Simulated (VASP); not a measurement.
# MnO2 (Pmmn) in VASP: a series of runs

MnO2 is run at these levels: PBE+D2, PBE+TS, LDA, PBE; tasks: single point.

Everything below comes from runs of VASP 6.6.1. Logs are shortened: lines on timing, memory, paths and dates and some standing lists are left out, and cuts for length are marked.

## 1. The cell of the first run

The structure is orthorhombic, space group Pmmn (No. 59). Conventional cell: a = 2.904 Å, b = 3.845 Å, c = 6.164 Å, α = 90.00°, β = 90.00°, γ = 90.00°. Mn (site symmetry mm2) has 6 O at 1.83 to 2.05 Å within 2.4 Å. Within 2.4 Å of O (site symmetry mm2) lie 2 Mn at 1.83 Å. Within 2.6 Å of O (site symmetry mm2) lie 4 Mn at 1.98 to 2.05 Å and 5 O at 2.56 to 2.59 Å.

## 2. Single point, PBE+D2, collinear spin, ferromagnetic start

INCAR

```
PREC = Accurate
ENCUT = 520
EDIFF = 1E-7
ISMEAR = 0
SIGMA = 0.02
LREAL = False
LASPH = True
ALGO = Normal
NELM = 100
ISIF = 2
LWAVE = False
LCHARG = False
ISPIN = 2
MAGMOM = 4 4 0 0 0 0
LORBIT = 11
LMAXMIX = 4
IVDW = 1
```

KPOINTS

```
k-points
0
Gamma
  7 5 3
```

POSCAR

```
MnO2
1.0
    2.9041580000      0.0000000000      0.0000000000
    0.0000000000      3.8448100000      0.0000000000
    0.0000000000      0.0000000000      6.1642640000
Mn O
2 4
Direct
    0.5000000000      0.5000000000      0.3433015000
    0.0000000000      0.0000000000      0.6566985000
    0.5000000000      0.0000000000      0.8375675000
    0.0000000000      0.5000000000      0.1624325000
    0.5000000000      0.0000000000      0.4217995000
    0.0000000000      0.5000000000      0.5782005000
```

Potentials or basis: VASP PAW PBE potentials, release 64 (Mn_pv, O).

Started as:

```sh
$ cat potpaw_PBE.64/Mn_pv/POTCAR potpaw_PBE.64/O/POTCAR > POTCAR
$ mpirun -np 1 vasp_std > vasp.out
```

OUTCAR:

```text
PREC = Accurate
   ENCUT = 520
   EDIFF = 1E-7
   ISMEAR = 0
   LREAL = False
   LASPH = True
   NELM = 100
   ISIF = 2
   ISPIN = 2
   LORBIT = 11
   IVDW = 1
  IVDW =   1

 Found     24 irreducible k-points:

 Following reciprocal coordinates:
            Coordinates               Weight
  0.000000  0.000000  0.000000      1.000000
  0.142857  0.000000  0.000000      2.000000
  0.285714  0.000000  0.000000      2.000000
  0.428571  0.000000  0.000000      2.000000
  0.000000  0.200000  0.000000      2.000000
  0.142857  0.200000  0.000000      4.000000
   k-points           NKPTS =     24   k-points in BZ     NKDIM =     24   number of bands    NBANDS=     34
   number of dos      NEDOS =    301   number of ions     NIONS =      6
   total plane-waves  NPLWV =  34560
   dimension x,y,z NGX =    24 NGY =   30 NGZ =   48
   dimension x,y,z NGXF=    48 NGYF=   60 NGZF=   96
   ions per type =               2   4
   NGX,Y,Z   is equivalent  to a cutoff of  13.74, 12.97, 12.95 a.u.
   NGXF,Y,Z  is equivalent  to a cutoff of  27.48, 25.94, 25.89 a.u.
 SYSTEM =  unknown system
   PREC   = accura    normal or accurate (medium, high low for compatibility)
   ISTART =      0    job   : 0-new  1-cont  2-samecut
   ICHARG =      2    charge: 1-file 2-atom 10-const
   ISPIN  =      2    spin polarized calculation?
   LNONCOLLINEAR =      F non collinear calculations
   LSORBIT =      F    spin-orbit coupling
   LASPH  =      T    aspherical Exc in radial PAW
   ENCUT  =  520.0 eV  38.22 Ry    6.18 a.u.   5.40  7.15 11.46*2*pi/ulx,y,z
   NELM   =    100;   NELMIN=  2; NELMDL= -5     # of ELM steps
   EDIFF  = 0.1E-06   stopping-criterion for ELM
   LREAL  =      F    real-space projection
   EDIFFG = 0.1E-05   stopping-criterion for IOM
   NSW    =      0    number of steps for IOM
   IBRION =     -1    ionic relax: 0-MD 1-quasi-New 2-CG
   NFREE  =      0    steps in history (QN), initial steepest desc. (CG)
   ISIF   =      2    stress and relaxation
   ISYM   =      2    0-nonsym 1-usesym 2-fastsym
   POTIM  = 0.5000    time-step for ionic-motion
   TEBEG  =    0.0;   TEEND  =   0.0 temperature during run

   SCALEE = 1.0000    scale energy and forces
   PSTRESS=    0.0 pullay stress
   NELECT =      50.0000    total number of electrons
   NUPDOWN=      -1.0000    fix difference up-down
   EMIN   =  10.00;   EMAX   =-10.00  energy-range for DOS
   EFERMI =   0.00;   METHOD = LEGACY
   ISMEAR =     0;   SIGMA  =   0.02  broadening in eV -4-tet -1-fermi 0-gaus
   EFERMI_NEDOS =   21; number of points for ismear=-14 and -15
   IALGO  =     38    algorithm
   IMIX   =      4    mixing-type and parameters
     AMIX     =   0.40;   BMIX     =  1.00
     AMIX_MAG =   1.60;   BMIX_MAG =  1.00
  volume/ion in A,a.u.               =      11.47        77.41
[... 22 lines left out ...]

 Free energy of the ion-electron system (eV)
  ---------------------------------------------------
  ext. energy  EPLUGINS =         0.00000000
  ---------------------------------------------------
  free energy    TOTEN  =       -46.99701757 eV

  energy without entropy =      -46.99676075  energy(sigma->0) =      -46.99688916

 E-fermi :   3.1019     XC(G=0): -10.5595

 val. band max:        3.0869253992   @ k =   0.1429   0.0000   0.0000
 cond. band min:       3.1084383917   @ k =   0.4286   0.0000   0.3333
 fundamental gap:      0.0215129925
 Fermi energy:         3.1018716479

 spin component 1

 k-point     1 :       0.0000    0.0000    0.0000
  band No.  band energies     occupation
      1     -47.5691      1.00000
      2     -47.5420      1.00000
      3     -47.5346      1.00000
      4     -47.5047      1.00000
      5     -47.5040      1.00000
      6     -47.4922      1.00000
[... 211 lines left out ...]
     33      10.5222      0.00000
     34      13.5905      0.00000

 [... further k-points ...]

 spin component 2

 k-point     1 :       0.0000    0.0000    0.0000
  band No.  band energies     occupation
      1     -44.6057      1.00000
      2     -44.5912      1.00000
      3     -44.3991      1.00000
      4     -44.3862      1.00000
      5     -44.3621      1.00000
      6     -44.3539      1.00000
[... 211 lines left out ...]
     33      10.8880      0.00000
     34      13.8650      0.00000

 [... further k-points ...]

------------------------ aborting loop because EDIFF is reached ----------------------------------------

  DFT-D2 method for vdW energy calculation

  Number of pair interactions contributing to vdW energy:  159536

  Edisp (eV):   -0.95393

  FORCE on cell =-STRESS in cart. coord.  units (eV):
  Direction    XX          YY          ZZ          XY          YZ          ZX
  --------------------------------------------------------------------------------------
  -------------------------------------------------------------------------------------
  Total      -4.79344    -3.14268    -2.46263     0.00000     0.00000     0.00000
  in kB    -111.57865   -73.15349   -57.32360     0.00000     0.00000     0.00000
  external pressure =      -80.69 kB  Pullay stress =        0.00 kB

 VOLUME and BASIS-vectors are now :
 -----------------------------------------------------------------------------
  energy-cutoff  :      520.00
  volume of cell :       68.83
      direct lattice vectors                 reciprocal lattice vectors
     2.904158000  0.000000000  0.000000000     0.344333883  0.000000000  0.000000000
     0.000000000  3.844810000  0.000000000     0.000000000  0.260090876  0.000000000
     0.000000000  0.000000000  6.164264000     0.000000000  0.000000000  0.162225369

 POSITION                                       TOTAL-FORCE (eV/Angst)
 -----------------------------------------------------------------------------------
      1.45208      1.92240      2.11620         0.000000      0.000000     -0.510584
      0.00000      0.00000      4.04806         0.000000      0.000000      0.510584
      1.45208      0.00000      5.16299         0.000000      0.000000     -0.651601
      0.00000      1.92240      1.00128         0.000000      0.000000      0.651601
      1.45208      0.00000      2.60008         0.000000      0.000000     -0.019029
      0.00000      1.92240      3.56418         0.000000      0.000000      0.019029
 -----------------------------------------------------------------------------------
    total drift:                                0.000000      0.000000      0.000000

  FREE ENERGIE OF THE ION-ELECTRON SYSTEM (eV)
  ---------------------------------------------------
  free  energy   TOTEN  =       -47.9509474843 eV

  energy  without entropy=      -47.9506906641  energy(sigma->0) =      -47.95081907

 total charge

# of ion       s       p       d       tot
------------------------------------------
    1        0.327   6.389   4.896  11.612
    2        0.327   6.389   4.896  11.612
    3        1.590   3.338   0.000   4.928
    4        1.590   3.338   0.000   4.928
    5        1.569   3.432   0.000   5.001
    6        1.569   3.432   0.000   5.001
--------------------------------------------------
tot          6.972  26.318   9.792  43.082

 magnetization (x)

# of ion       s       p       d       tot
------------------------------------------
    1        0.023   0.025   2.735   2.783
    2        0.023   0.025   2.735   2.783
    3        0.004   0.113   0.000   0.116
    4        0.004   0.113   0.000   0.116
    5        0.007  -0.011   0.000  -0.004
    6        0.007  -0.011   0.000  -0.004
--------------------------------------------------
tot          0.067   0.254   5.469   5.790
```

stdout:

```text
POSCAR found type information on POSCAR MnO
 POSCAR found :  2 types and       6 ions
 scaLAPACK will be used
 LDA part: xc-table for (Slater+PW92), standard interpolation
 POSCAR, INCAR and KPOINTS ok, starting setup
 FFT: planning ... GRIDC
 FFT: planning ... GRID_SOFT
 FFT: planning ... GRID
 WAVECAR not read
 entering main loop
```

Wall time 47 s (1 thread of Intel Xeon 6975P-C (Granite Rapids), shared host); peak memory 0.25 GiB.

What came out:

| Item | Value |
| --- | --- |
| Free energy | -47.9509 eV |
| Pressure | -8.1 GPa |
| Largest force | 0.652 eV/Å |
| Band gap on the k mesh | zero (filled and empty bands overlap) |
| Net moment | 6.00 μB per cell |
| Site moments | Mn +2.78; O +0.12, -0.00 (each value once) μB |
| Valence electrons inside the program's atomic spheres | Mn 11.61; O 4.93, 5.00 (each value once) |
| Dispersion energy per atom | -0.159 eV |

Forces on the atoms (eV/Å):
```
Mn   0.000  0.000 -0.511
Mn   0.000  0.000  0.511
O    0.000  0.000 -0.652
O    0.000  0.000  0.652
O    0.000  0.000 -0.019
O    0.000  0.000  0.019
```

Caveat: the cell stands under tension; semilocal functionals often make such compounds metallic where correlation or magnetic order opens a gap, which also shifts bond lengths; only a ferromagnetic start was run, and an antiferromagnetic order may lie lower in energy. With open d or f shells a metallic result of PBE can be an artefact of self-interaction; +U or a hybrid may open a gap.

## 3. Single point, PBE+TS, collinear spin, ferromagnetic start

Edit INCAR of step 2 so:

```diff
@@ -16,2 +16,2 @@
 LMAXMIX = 4
-IVDW = 1
+IVDW = 2
```

KPOINTS is that of step 2.

POSCAR is that of step 2.

Potentials or basis: VASP PAW PBE potentials, release 64 (Mn_pv, O).

Started as:

```sh
$ cat potpaw_PBE.64/Mn_pv/POTCAR potpaw_PBE.64/O/POTCAR > POTCAR
$ mpirun -np 1 vasp_std > vasp.out
```

OUTCAR:

```text
PREC = Accurate
   ENCUT = 520
   EDIFF = 1E-7
   ISMEAR = 0
   LREAL = False
   LASPH = True
   NELM = 100
   ISIF = 2
   ISPIN = 2
   LORBIT = 11
   IVDW = 2
  IVDW =   2

 Found     24 irreducible k-points:

 Following reciprocal coordinates:
            Coordinates               Weight
  0.000000  0.000000  0.000000      1.000000
  0.142857  0.000000  0.000000      2.000000
  0.285714  0.000000  0.000000      2.000000
[... 568 lines left out ...]
     0.000000000  0.000000000  6.164264000     0.000000000  0.000000000  0.162225369

 POSITION                                       TOTAL-FORCE (eV/Angst)
 -----------------------------------------------------------------------------------
      1.45208      1.92240      2.11620         0.000000      0.000000     -0.454988
      0.00000      0.00000      4.04806         0.000000      0.000000      0.454988
      1.45208      0.00000      5.16299         0.000000      0.000000     -0.668940
      0.00000      1.92240      1.00128         0.000000      0.000000      0.668940
      1.45208      0.00000      2.60008         0.000000      0.000000      0.067911
      0.00000      1.92240      3.56418         0.000000      0.000000     -0.067911
 -----------------------------------------------------------------------------------
    total drift:                                0.000000      0.000000      0.000000

  FREE ENERGIE OF THE ION-ELECTRON SYSTEM (eV)
  ---------------------------------------------------
  free  energy   TOTEN  =       -48.2083961791 eV

  energy  without entropy=      -48.2081393589  energy(sigma->0) =      -48.20826777

 total charge

# of ion       s       p       d       tot
------------------------------------------
    1        0.327   6.389   4.896  11.612
    2        0.327   6.389   4.896  11.612
    3        1.590   3.338   0.000   4.928
    4        1.590   3.338   0.000   4.928
    5        1.569   3.432   0.000   5.001
    6        1.569   3.432   0.000   5.001
--------------------------------------------------
tot          6.972  26.318   9.792  43.082

 magnetization (x)

# of ion       s       p       d       tot
------------------------------------------
    1        0.023   0.025   2.735   2.783
    2        0.023   0.025   2.735   2.783
    3        0.004   0.113   0.000   0.116
    4        0.004   0.113   0.000   0.116
    5        0.007  -0.011   0.000  -0.004
    6        0.007  -0.011   0.000  -0.004
--------------------------------------------------
tot          0.067   0.254   5.469   5.790
```

stdout:

```text
POSCAR found type information on POSCAR MnO
 POSCAR found :  2 types and       6 ions
 scaLAPACK will be used
 LDA part: xc-table for (Slater+PW92), standard interpolation
 POSCAR, INCAR and KPOINTS ok, starting setup
 FFT: planning ... GRIDC
 FFT: planning ... GRID_SOFT
 FFT: planning ... GRID
 WAVECAR not read
 entering main loop
 augmentation electrons   49.9660413820969
 total        electrons   49.9660413820969
 augmentation electrons -7.236678636138589E-003
 total        electrons -7.236678636138589E-003
 augmentation electrons   57.8354500324388
 total        electrons   57.8354500324388
 augmentation electrons   57.1056806120388
 total        electrons   57.1056806120388
 augmentation electrons   16.8169700226250
 soft         electrons   33.1490688259429
 total        electrons   49.9660388485679
 augmentation electrons   4.13218349075077
 soft         electrons   1.86057940814530
 total        electrons   5.99276289889607
 translations:           2           2           1
```

Wall time 48 s (1 thread of Intel Xeon 6975P-C (Granite Rapids), shared host); peak memory 0.25 GiB.

What came out:

| Quantity | Value |
| --- | --- |
| Free energy | -48.2084 eV |
| Pressure | -9.3 GPa |
| Largest force | 0.669 eV/Å |
| Band gap on the k mesh | zero (filled and empty bands overlap) |
| Net moment | 6.00 μB per cell |
| Site moments | Mn +2.78; O +0.12, -0.00 (each value once) μB |
| Valence electrons inside the program's atomic spheres | Mn 11.61; O 4.93, 5.00 (each value once) |
| Hirshfeld charges | Mn +0.55; O -0.26, -0.29 (each value once) e |
| Dispersion energy per atom | -0.202 eV |

Forces in eV/Å, atoms in the order of the input:
```
Mn   0.000  0.000 -0.455
Mn   0.000  0.000  0.455
O    0.000  0.000 -0.669
O    0.000  0.000  0.669
O    0.000  0.000  0.068
O    0.000  0.000 -0.068
```

Stress tensor (GPa, compression positive):
```
-12.93   0.00   0.00
  0.00  -7.45   0.00
  0.00   0.00  -7.40
```

Levels at points of the mesh, in eV from the Fermi level:
Spin up:
```csv
k point,band 26,band 27,band 28,band 29,band 30,band 31
"(0.00, 0.00, 0.00)",-0.94,-0.19,0.08,0.57,0.66,2.19
```
Spin down:
```tsv
k point	band 20	band 21	band 22	band 23	band 24	band 25
(0.00, 0.00, 0.00)	-2.10	-2.00	-1.64	0.49	0.96	1.13
```

Caveat: the cell stands under tension; semilocal functionals often make such compounds metallic where correlation or magnetic order opens a gap, which also shifts bond lengths; only a ferromagnetic start was run, and an antiferromagnetic order may lie lower in energy.

## 4. Single point, PBE+TS, collinear spin, ferromagnetic start

Edit INCAR of step 3 so:

```diff
@@ -17 +17,2 @@
 IVDW = 2
+LVDWSCS = True
```

KPOINTS is that of step 3.

POSCAR is that of step 3.

Started as:

```sh
$ cat potpaw_PBE.64/Mn_pv/POTCAR potpaw_PBE.64/O/POTCAR > POTCAR
$ mpirun -np 1 vasp_std > vasp.out
```

It took 62 s on 1 thread of Intel Xeon 6975P-C (Granite Rapids), shared host; peak memory 0.25 GiB.

Results (log left out):

- Free energy: -48.0235 eV
- Pressure: -8.6 GPa
- Largest force: 0.668 eV/Å
- Band gap on the k mesh: zero (filled and empty bands overlap)
- Net moment: 6.00 μB per cell
- Site moments: Mn +2.78; O +0.12, -0.00 (each value once) μB
- Valence electrons inside the program's atomic spheres: Mn 11.61; O 4.93, 5.00 (each value once)
- Hirshfeld charges: Mn +0.55; O -0.26, -0.29 (each value once) e
- Dispersion energy per atom: -0.171 eV

Forces in eV/Å, atoms in the order of the input:
```
Mn   0.000  0.000 -0.446
Mn   0.000  0.000  0.446
O    0.000  0.000 -0.668
O    0.000  0.000  0.668
O    0.000  0.000  0.036
O    0.000  0.000 -0.036
```

Stress tensor (GPa, compression positive):
```
-11.70   0.00   0.00
  0.00  -7.60   0.00
  0.00   0.00  -6.37
```

Levels at points of the mesh, in eV from the Fermi level:
Spin up:
```csv
k point,band 26,band 27,band 28,band 29,band 30,band 31
"(0.00, 0.00, 0.00)",-0.94,-0.19,0.08,0.57,0.66,2.19
```
Spin down:
```
           k point  band 19  band 20  band 21  band 22  band 23  band 24  band 25  band 26
(0.00, 0.00, 0.00)    -2.49    -2.10    -2.00    -1.64     0.49     0.96     1.13     1.31
```

Caveat: the cell stands under tension; semilocal functionals often make such compounds metallic where correlation or magnetic order opens a gap, which also shifts bond lengths; only a ferromagnetic start was run, and an antiferromagnetic order may lie lower in energy. With open d or f shells a metallic result of PBE can be an artefact of self-interaction; +U or a hybrid may open a gap.

(Part 1 of 2 ends here.)
